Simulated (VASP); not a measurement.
# Li (R3) in VASP: further runs

Runs on Li. Level: PBE. Tasks: single point.

Everything below comes from runs of VASP 6.6.1. Logs are shortened: lines on timing, memory, paths and dates and some standing lists are left out, and cuts for length are marked.

## (1) The cell of the first run

It takes space group R3 (No. 146, trigonal). Conventional cell: a = 6.604 Å, b = 6.604 Å, c = 7.163 Å, α = 90.00°, β = 90.00°, γ = 120.00°. Li (site symmetry 1) has 6 Li at 2.63 to 2.94 Å within 3.5 Å. Li (site symmetry 3) has 9 Li at 2.76 to 3.66 Å within 3.7 Å.

## (2) Single point, PBE (strained and its atoms moved)

Input file INCAR:

```
SYSTEM = Li
  PREC = Accurate
  ENCUT = 520
  EDIFF = 1E-6
  ISMEAR = 0
  SIGMA = 0.1
  LREAL = .FALSE.
  LASPH = .TRUE.
  NELM = 100
  ALGO = Fast
  ISIF = 2
  LWAVE = .FALSE.
  LCHARG = .FALSE.
  GGA = PE
  NBANDS = 14
```

Input file KPOINTS:

```
Automatic mesh
0
G
  9 9 9
  0 0 0
```

Input file POSCAR:

```
Li
1.0
    4.4918576321     -0.1781776133     -0.1781776133
   -0.1781776133      4.4918576321     -0.1781776133
   -0.1781776133     -0.1781776133      4.4918576321
Li
4
Direct
    0.8713530679      0.1002301719      0.6244299010
    0.4039868593      0.4039868593      0.4039868593
    0.1002301719      0.6244299010      0.8713530679
    0.6244299010      0.8713530679      0.1002301719
```

Potentials or basis: VASP PAW PBE potentials, release 64 (Li_sv).

Run with:

```console
$ cat potpaw_PBE.64/Li_sv/POTCAR > POTCAR
$ mpirun -np 1 vasp_std > vasp.out
```

OUTCAR:

```text
SYSTEM = Li
   PREC = Accurate
   ENCUT = 520
   EDIFF = 1E-6
   ISMEAR = 0
   LREAL = .FALSE.
   LASPH = .TRUE.
   NELM = 100
   ISIF = 2
   GGA = PE

 ion  position               nearest neighbor table
   1  0.871  0.100  0.624-
   2  0.404  0.404  0.404-
   3  0.100  0.624  0.871-
   4  0.624  0.871  0.100-

  LATTYP: Found a trigonal (rhomboedric) cell.
 ALAT       =     4.4989198160
 COS(alpha) =    -0.0775162063

  Lattice vectors:

 A1 = (   4.4918576321,  -0.1781776133,  -0.1781776133)
 A2 = (  -0.1781776133,   4.4918576321,  -0.1781776133)
 A3 = (  -0.1781776133,  -0.1781776133,   4.4918576321)

Analysis of symmetry for initial positions (statically):
=====================================================================
 Subroutine PRICEL returns:
 Original cell was already a primitive cell.

 Routine SETGRP: Setting up the symmetry group for a
 trigonal (rhombohedral) supercell.

 Subroutine GETGRP returns: Found  3 space group operations
 (whereof  3 operations were pure point group operations)
 out of a pool of 12 trial point group operations.

The static configuration has the point symmetry C_3 .

Analysis of symmetry for dynamics (positions and initial velocities):
=====================================================================
 Subroutine PRICEL returns:
 Original cell was already a primitive cell.

 Routine SETGRP: Setting up the symmetry group for a
 trigonal (rhombohedral) supercell.

 Subroutine GETGRP returns: Found  3 space group operations
 (whereof  3 operations were pure point group operations)
 out of a pool of 12 trial point group operations.

The dynamic configuration has the point symmetry C_3 .

 Subroutine INISYM returns: Found  3 space group operations
 (whereof  3 operations are pure point group operations),
 and found     1 'primitive' translations

----------------------------------------------------------------------------------------

                                     Primitive cell

  volume of cell :      90.1921

  direct lattice vectors                    reciprocal lattice vectors
     4.491857632 -0.178177613 -0.178177613     0.223356960  0.009225814  0.009225814
    -0.178177613  4.491857632 -0.178177613     0.009225814  0.223356960  0.009225814
    -0.178177613 -0.178177613  4.491857632     0.009225814  0.009225814  0.223356960

  length of vectors
     4.498919816  4.498919816  4.498919816     0.223737710  0.223737710  0.223737710

  position of ions in fractional coordinates (direct lattice)
     0.871353068  0.100230172  0.624429901
     0.403986859  0.403986859  0.403986859
     0.100230172  0.624429901  0.871353068
     0.624429901  0.871353068  0.100230172

  ion indices of the primitive-cell ions
   primitive index   ion index
                 1           1
                 2           2
                 3           3
                 4           4

----------------------------------------------------------------------------------------

 KPOINTS: Automatic mesh

Automatic generation of k-mesh.
 Grid dimensions read from file:
 generate k-points for:    9    9    9

 Generating k-lattice:

  Cartesian coordinates                     Fractional coordinates (reciprocal lattice)
     0.024817440  0.001025090  0.001025090     0.111111111  0.000000000  0.000000000
     0.001025090  0.024817440  0.001025090     0.000000000  0.111111111  0.000000000
     0.001025090  0.001025090  0.024817440     0.000000000  0.000000000  0.111111111

  Length of vectors
     0.024859746  0.024859746  0.024859746

  Shift w.r.t. Gamma in fractional coordinates (k-lattice)
     0.000000000  0.000000000  0.000000000

 Subroutine IBZKPT returns following result:
 ===========================================

 Found    125 irreducible k-points:

 Following reciprocal coordinates:
            Coordinates               Weight
  0.000000  0.000000  0.000000      1.000000
  0.111111 -0.000000 -0.000000      6.000000
  0.222222 -0.000000 -0.000000      6.000000
  0.333333 -0.000000 -0.000000      6.000000
  0.444444 -0.000000 -0.000000      6.000000
  0.111111  0.111111 -0.000000      6.000000
[... 16 lines left out ...]
  0.444444  0.222222 -0.000000      6.000000
 -0.444444  0.000000 -0.222222      6.000000
 [... further k-points ...]
   k-points           NKPTS =    125   k-points in BZ     NKDIM =    125   number of bands    NBANDS=     14
   number of dos      NEDOS =    301   number of ions     NIONS =      4
   total plane-waves  NPLWV =  46656
   dimension x,y,z NGX =    36 NGY =   36 NGZ =   36
   dimension x,y,z NGXF=    72 NGYF=   72 NGZF=   72
   ions per type =               4
   NGX,Y,Z   is equivalent  to a cutoff of  13.30, 13.30, 13.30 a.u.
   NGXF,Y,Z  is equivalent  to a cutoff of  26.61, 26.61, 26.61 a.u.
 SYSTEM =  Li
   PREC   = accura    normal or accurate (medium, high low for compatibility)
   ISTART =      0    job   : 0-new  1-cont  2-samecut
   ICHARG =      2    charge: 1-file 2-atom 10-const
   ISPIN  =      1    spin polarized calculation?
   LNONCOLLINEAR =      F non collinear calculations
   LSORBIT =      F    spin-orbit coupling
   LASPH  =      T    aspherical Exc in radial PAW
   ENCUT  =  520.0 eV  38.22 Ry    6.18 a.u.   8.37  8.37  8.37*2*pi/ulx,y,z
   NELM   =    100;   NELMIN=  2; NELMDL= -5     # of ELM steps
   EDIFF  = 0.1E-05   stopping-criterion for ELM
   LREAL  =      F    real-space projection
   EDIFFG = 0.1E-04   stopping-criterion for IOM
   NSW    =      0    number of steps for IOM
   IBRION =     -1    ionic relax: 0-MD 1-quasi-New 2-CG
   NFREE  =      0    steps in history (QN), initial steepest desc. (CG)
   ISIF   =      2    stress and relaxation
   ISYM   =      2    0-nonsym 1-usesym 2-fastsym
   POTIM  = 0.5000    time-step for ionic-motion
   TEBEG  =    0.0;   TEEND  =   0.0 temperature during run
   PSTRESS=    0.0 pullay stress
   NELECT =      12.0000    total number of electrons
   NUPDOWN=      -1.0000    fix difference up-down
   EMIN   =  10.00;   EMAX   =-10.00  energy-range for DOS
   EFERMI =   0.00;   METHOD = LEGACY
   ISMEAR =     0;   SIGMA  =   0.10  broadening in eV -4-tet -1-fermi 0-gaus
   EFERMI_NEDOS =   21; number of points for ismear=-14 and -15
   IALGO  =     68    algorithm
   IMIX   =      4    mixing-type and parameters
     AMIX     =   0.40;   BMIX     =  1.00
     AMIX_MAG =   1.60;   BMIX_MAG =  1.00
  volume/ion in A,a.u.               =      22.55       152.16
  Fermi-wavevector in a.u.,A,eV,Ry     =   0.835755  1.579348  9.503488  0.698487
  Thomas-Fermi vector in A             =   1.949366
   LORBIT       =      0    0 simple, 1 ext, 2 COOP (PROOUT), +10 PAW based schemes
   GGA     = PE    functional components
   LHFCALC =     F    Hartree Fock is set to
   AEXX    =    0.0000 exact exchange contribution
   IVDW    =     0    specifies the selected vdW correction
   LEPSILON=     F    determine dielectric tensor
   LRPA    =     F    only Hartree local field effects (RPA)
 non-spin polarized calculation
 RMM-DIIS sequential band-by-band and
 Gauss-broadening in eV      SIGMA  =   0.10
  energy-cutoff  :      520.00
  volume of cell :       90.19
 maximum number of plane-waves:      2453
 NGX is ok and might be reduce to    36
   NGX = 17   NGY = 17   NGZ = 17

 number of electron      12.0000011 magnetization

 Free energy of the ion-electron system (eV)
  ---------------------------------------------------
  ext. energy  EPLUGINS =         0.00000000
  ---------------------------------------------------
  free energy    TOTEN  =        -6.58573037 eV

  energy without entropy =       -6.57648707  energy(sigma->0) =       -6.58110872

 E-fermi :   0.4428     XC(G=0):  -6.7750

 val. band max:        0.4348694592   @ k =  -0.2222   0.0000  -0.1111
 cond. band min:       0.4558209655   @ k =   0.2222  -0.0000  -0.0000
 fundamental gap:      0.0209515063
 Fermi energy:         0.4428496541

 k-point     1 :       0.0000    0.0000    0.0000
  band No.  band energies     occupation
      1     -46.7693      2.00000
      2     -46.7304      2.00000
      3     -46.7304      2.00000
      4     -46.6263      2.00000
      5      -3.0401      2.00000
      6       2.4374      0.00000
      7       2.4374      0.00000
      8       2.4731      0.00000
      9       2.8969      0.00000
     10       3.0382      0.00000
     11       3.0382      0.00000
     12       7.9207      0.00000
     13       7.9353      0.00000
     14       8.2654      0.00000

 k-point     2 :       0.1111   -0.0000   -0.0000
  band No.  band energies     occupation
      1     -46.7685      2.00000
      2     -46.7338      2.00000
      3     -46.7278      2.00000
      4     -46.6264      2.00000
      5      -2.9697      2.00000
      6       1.5113      0.00000
      7       2.4180      0.00000
      8       2.5443      0.00000
      9       2.9621      0.00000
     10       3.1058      0.00000
     11       4.0473      0.00000
     12       7.2303      0.00000
     13       7.5165      0.00000
     14       8.3021      0.00000

 k-point     3 :       0.2222   -0.0000   -0.0000
  band No.  band energies     occupation
      1     -46.7663      2.00000
      2     -46.7378      2.00000
      3     -46.7260      2.00000
      4     -46.6264      2.00000
      5      -2.7580      2.00000
      6       0.4558      0.85445
      7       2.3996      0.00000
      8       2.6973      0.00000
      9       3.0860      0.00000
     10       3.4448      0.00000
     11       5.1268      0.00000
     12       6.3928      0.00000
     13       6.9669      0.00000
     14       7.9717      0.00000
[... 324 lines left out ...]
 k-point    23 :       0.4444    0.2222   -0.0000
  band No.  band energies     occupation
      1     -46.7575      2.00000
      2     -46.7466      2.00000
      3     -46.7256      2.00000
      4     -46.6266      2.00000
      5      -1.5409      2.00000
      6      -1.1111      2.00000
      7       1.2119      0.00000
      8       2.4642      0.00000
      9       3.1572      0.00000
     10       4.4774      0.00000
     11       5.5126      0.00000
     12       6.0306      0.00000
     13       7.1971      0.00000
     14       7.3350      0.00000

 k-point    24 :      -0.4444    0.0000   -0.2222
  band No.  band energies     occupation
      1     -46.7575      2.00000
      2     -46.7466      2.00000
      3     -46.7256      2.00000
      4     -46.6266      2.00000
      5      -1.5418      2.00000
      6      -1.1103      2.00000
      7       1.2091      0.00000
      8       2.5078      0.00000
      9       3.1430      0.00000
     10       4.3254      0.00000
     11       5.4587      0.00000
     12       6.4032      0.00000
     13       7.1103      0.00000
     14       7.4205      0.00000

 [... further k-points ...]
[... 5 lines left out ...]
  --------------------------------------------------------------------------------------
  -------------------------------------------------------------------------------------
  Total       -0.0428752     -0.0428752     -0.0428752      0.0216382      0.0216382      0.0216382
  in kB       -0.7616369     -0.7616369     -0.7616369      0.3843819      0.3843819      0.3843819
  external PRESSURE =      -0.7616369 kB  Pullay stress =       0.0000000 kB

 VOLUME and BASIS-vectors are now :
 -----------------------------------------------------------------------------
  energy-cutoff  :      520.00
  volume of cell :       90.19
      direct lattice vectors                 reciprocal lattice vectors
     4.491857632 -0.178177613 -0.178177613     0.223356960  0.009225814  0.009225814
    -0.178177613  4.491857632 -0.178177613     0.009225814  0.223356960  0.009225814
    -0.178177613 -0.178177613  4.491857632     0.009225814  0.009225814  0.223356960

 POSITION                                       TOTAL-FORCE (eV/Angst)
 -----------------------------------------------------------------------------------
      3.78488      0.18370      2.63174         0.144129     -0.117626      0.006176
      1.67069      1.67069      1.67069        -0.032679     -0.032679     -0.032679
      0.18370      2.63174      3.78488        -0.117626      0.006176      0.144129
      2.63174      3.78488      0.18370         0.006176      0.144129     -0.117626
 -----------------------------------------------------------------------------------
    total drift:                                0.000030      0.000030      0.000030

  FREE ENERGIE OF THE ION-ELECTRON SYSTEM (eV)
  ---------------------------------------------------
  free  energy   TOTEN  =        -6.5857303668 eV

  energy  without entropy=       -6.5764870694  energy(sigma->0) =       -6.58110872
```

Wall time 68 s (1 thread of Intel Xeon 6975P-C (Granite Rapids), shared host); peak memory 0.26 GiB.

Results:

| Quantity | Value |
| --- | --- |
| Free energy | -6.5857 eV |
| Largest force | 0.186 eV/Å |
| Band gap on the k mesh | zero (bands 6 and 7 overlap by 2.49 eV) |

Forces in eV/Å, atoms in the order of the input:
```
Li   0.144 -0.118  0.006
Li  -0.033 -0.033 -0.033
Li  -0.118  0.006  0.144
Li   0.006  0.144 -0.118
```

Levels at points of the mesh, in eV from the Fermi level:
```tsv
k point	band 3	band 4	band 5	band 6	band 7	band 8	band 9	band 10
(0.00, 0.00, 0.00)	-47.17	-47.07	-3.48	1.99	1.99	2.03	2.45	2.60
```

Caveat: the cell differs from its parent crystal (strained and its atoms moved); the cutoff is under 1.25 times the usual one of these potentials, so pressure, stress and relaxed cells hold a basis-set (Pulay) error.

## (3) Single point, PBE (strained and its atoms moved)

Input file INCAR:

```
SYSTEM = Li
ALGO = Fast
EDIFF = 1E-6
ENCUT = 520
GGA = PE
ISIF = 2
ISMEAR = 0
LASPH = .TRUE.
LCHARG = .FALSE.
LREAL = .FALSE.
LWAVE = .FALSE.
NBANDS = 14
NELM = 60
PREC = Accurate
SIGMA = 0.1
```

Input file KPOINTS:

```
k-points
0
G
  9 9 9
  0 0 0
```

Input file POSCAR:

```
Li
1.0
    4.6356469661      0.2672664200      0.2672664200
    0.2672664200      4.6356469661      0.2672664200
    0.2672664200      0.2672664200      4.6356469661
Li
4
Direct
    0.9008519495      0.1624819190      0.5856809668
    0.3509851648      0.3509851648      0.3509851648
    0.1624819190      0.5856809668      0.9008519495
    0.5856809668      0.9008519495      0.1624819190
```

Potentials or basis: VASP PAW PBE potentials, release 64 (Li_sv).

Run with:

```console
$ cat potpaw_PBE.64/Li_sv/POTCAR > POTCAR
$ mpirun -np 1 vasp_std > vasp.out
```

Run time: 74 s. Hardware: 1 thread of Intel Xeon 6975P-C (Granite Rapids), shared host; peak memory 0.27 GiB.

It converged, with:

```
Free energy            : -6.3962 eV
Largest force          : 0.638 eV/Å
Band gap on the k mesh : zero (bands 6 and 7 overlap by 2.44 eV)
```

Forces on the atoms (eV/Å):
```
Li  -0.411 -0.164  0.206
Li   0.369  0.369  0.369
Li  -0.164  0.206 -0.411
Li   0.206 -0.411 -0.164
```

Levels at points of the mesh, in eV from the Fermi level:
| k point | band 3 | band 4 | band 5 | band 6 | band 7 | band 8 | band 9 | band 10 |
| --- | --- | --- | --- | --- | --- | --- | --- | --- |
| (0.00, 0.00, 0.00) | -47.23 | -47.21 | -3.28 | 1.90 | 1.90 | 2.06 | 2.37 | 2.50 |

Caveat: the cell differs from its parent crystal (strained and its atoms moved); the cutoff is under 1.25 times the usual one of these potentials, so pressure, stress and relaxed cells hold a basis-set (Pulay) error.
